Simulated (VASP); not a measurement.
Crystal: Be.

```xyz
6
Lattice="2.7492 0.0000 0.0000 0.0000 4.4099 0.0000 0.0000 0.0000 4.6512" Properties=species:S:1:pos:R:3 pbc="T T T"
Be    0.0000    3.3564    1.1599
Be    0.0000    1.0535    1.1599
Be    1.3746    1.1515    3.4913
Be    1.3746    3.2584    3.4913
Be    0.0000    0.0000    2.9139
Be    1.3746    2.2049    1.7373
```

The cell was generated, and may not be a known phase.

* Program: VASP 6.6.1
* Task: relaxation of cell and atoms
* Functional: PBE
* Potentials or basis: VASP PAW PBE potentials, release 64 (Be)
* Cutoff: 600 eV
* k mesh: 6 × 4 × 4
* Occupations: gaussian, width 0.1 eV
* Spin: no spin polarisation

At the start: pressure 18.6 GPa; volume 9.40 Å³/atom.

Q: How do energy, volume and symmetry change on relaxing?

A: Over 30 steps the energy falls by 883.8 meV/atom and the volume is 8.48 Å³/atom (-9.8 %); space group Pmmn (No. 59, to 0.1 Å) before, Immm (No. 71, to 0.1 Å).

Step by step:
| step | energy change (eV) | largest force (eV/Å) | pressure (GPa) | volume (Å³) |
| --- | --- | --- | --- | --- |
| 1 | 0.0000 | 2.1657 | 18.57 | 56.39 |
| 2 | -1.4041 | 1.0425 | -2.48 | 65.66 |
| 3 | -1.4965 | 0.6805 | -8.26 | 70.58 |
| 4 | -1.5016 | 0.7572 | -7.23 | 69.54 |
| 5 | -1.9728 | 0.5572 | -6.12 | 66.14 |
| 6 | -2.2879 | 1.7047 | 0.27 | 59.84 |
| 7 | -2.3141 | 1.2824 | -2.52 | 61.87 |
| 8 | -2.3240 | 1.4159 | -1.80 | 61.25 |
| 9 | -2.6074 | 1.2080 | 1.05 | 58.47 |
| 10 | -2.7387 | 1.6929 | 6.47 | 55.30 |
| 11 | -2.8933 | 1.7358 | 6.71 | 54.99 |
| 12 | -3.3099 | 1.9060 | 7.97 | 54.02 |
| 13 | -3.0455 | 3.3398 | 16.55 | 51.96 |
| 14 | -3.4525 | 2.1064 | 9.55 | 53.39 |
| 15 | -3.8840 | 1.7735 | 5.88 | 54.32 |
| 16 | -4.4271 | 1.5130 | -1.15 | 56.55 |
| 17 | -4.4547 | 1.5534 | -2.56 | 57.21 |
| 18 | -4.8090 | 0.9455 | -5.04 | 56.86 |
| 19 | -5.0473 | 0.5444 | -7.11 | 56.20 |
| 20 | -5.1807 | 0.4433 | -3.82 | 53.74 |
| 21 | -5.2550 | 0.2014 | 4.60 | 49.28 |
| 22 | -5.2647 | 0.2841 | 1.66 | 50.59 |
| 23 | -5.2653 | 0.2645 | 2.20 | 50.34 |
| 24 | -5.2915 | 0.0561 | 1.33 | 50.46 |
| 25 | -5.2972 | 0.1472 | 0.77 | 50.55 |
| 26 | -5.2973 | 0.1761 | 0.63 | 50.58 |
| 27 | -5.2974 | 0.1631 | 0.69 | 50.56 |
| 28 | -5.3020 | 0.0648 | -0.07 | 50.87 |
| 29 | -5.3021 | 0.0478 | -0.20 | 50.92 |
| 30 | -5.3027 | 0.0213 | 0.01 | 50.86 |

Final structure:
```cif
data_structure
_symmetry_space_group_name_H-M 'P 1'
_symmetry_Int_Tables_number 1
_cell_length_a 2.2652
_cell_length_b 6.1939
_cell_length_c 3.6249
_cell_angle_alpha 90.000
_cell_angle_beta 90.000
_cell_angle_gamma 90.000
_cell_volume 50.86
loop_
_atom_site_label
_atom_site_type_symbol
_atom_site_fract_x
_atom_site_fract_y
_atom_site_fract_z
_atom_site_occupancy
Be1 Be 0.00000 0.80407 0.25059 1
Be2 Be 0.00000 0.19593 0.25059 1
Be3 Be 0.50000 0.30407 0.74941 1
Be4 Be 0.50000 0.69593 0.74941 1
Be5 Be 0.00000 0.00000 0.75108 1
Be6 Be 0.50000 0.50000 0.24892 1
```

Caveat: the k points lie up to 0.46 Å⁻¹ apart in the final cell, too coarse for converged energies and pressures of a metal; a cell axis changed by over 15 % at a fixed basis, so the end point is rough.
